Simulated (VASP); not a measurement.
Wanted: the native input for a VASP 6.6.1 run.

```yaml
Task: single point
Functional: PBE
Potentials_or_basis: VASP PAW PBE potentials, release 64 (Pd)
Cutoff: 520 eV
k_mesh: 18 × 18 × 18
Occupations: fermi-dirac, width 0.05 eV
Spin: no spin polarisation
Dipole_correction: no
Further_INCAR_settings: ALGO = Normal; EDIFF = 1e-06; NBANDS = 11
```

The structure of Pd lies in POSCAR:

```
Pd
1.0
    0.0000000000      1.9186143454      1.9186143454
    1.9186143454      0.0000000000      1.9186143454
    1.9186143454      1.9186143454      0.0000000000
Pd
1
Direct
    0.0000000000      0.0000000000      0.0000000000
```

This cell differs from its parent crystal: volume scaled by 0.96.

These files were run (other wordings do the same):

INCAR

```
PREC = Accurate ; ENCUT = 520
EDIFF = 1E-6 ; ISMEAR = -1
SIGMA = 0.05 ; LREAL = False
LASPH = True ; NELM = 60
ALGO = Normal ; ISIF = 2
LWAVE = False ; LCHARG = True
GGA = PE ; LELF = True
LVHAR = True ; NBANDS = 11
```

KPOINTS

```
regular mesh
0
Gamma
  18 18 18
```

Potentials or basis: VASP PAW PBE potentials, release 64 (Pd).

Launch:

```bash
$ cat potpaw_PBE.64/Pd/POTCAR > POTCAR
$ mpirun -np 1 vasp_std > vasp.out
```

Results of the run:

- Pressure: 16.7 GPa
- Band gap on the k mesh: zero (band 5 reaches 10.85 eV, above the bottom of band 6 at 9.15 eV)

It took 9.5 s on 1 thread of Intel(R) Xeon(R) 6975P-C (Granite Rapids), with other jobs on the host, peak memory 0.14 GiB.
